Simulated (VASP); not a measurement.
## TaN: single point with PBE

TaN:

```
Ta N
1.0
     2.91690    0.00000    0.00000
    -1.45845    2.52611    0.00000
     0.00000    0.00000    5.91423
Ta N
2 2
Cartesian
  0.0000 0.0000 0.0000
  0.0000 0.0000 2.9571
  0.0000 1.6841 1.4786
  1.4584 0.8420 4.4357
```

| Item | Value |
| --- | --- |
| Program | VASP 6.6.1 |
| Task | single point |
| Functional | PBE |
| Potentials or basis | VASP PAW PBE potentials, release 64 (Ta_pv, N) |
| Cutoff | 520 eV |
| k mesh | 15 × 15 × 8 |
| Occupations | gaussian, width 0.15 eV |
| Spin | no spin polarisation |

```
Pressure               : 0.8 GPa
Band gap on the k mesh : zero (band 16 reaches 8.69 eV, above the bottom of band 17 at 7.74 eV)
```

Stress tensor (GPa, compression positive):
```
0.88 0.00 0.00
0.00 0.88 0.00
0.00 0.00 0.73
```

Levels at points of the mesh, in eV from the Fermi level:
```csv
k point,band 13,band 14,band 15,band 16,band 17,band 18,band 19,band 20
"(0.00, 0.00, 0.00)",-3.50,-1.99,-1.99,-0.24,-0.24,0.56,0.56,2.32
"(0.00, 0.00, 0.50)",-3.86,-3.86,-0.67,-0.67,0.98,0.98,0.98,0.98
```

Wall time 100 s on 1 thread of Intel Xeon 6975P-C (shared host), peak memory 0.26 GiB.

Caveat: spin-orbit coupling is left out, which moves the levels of the heavy elements.
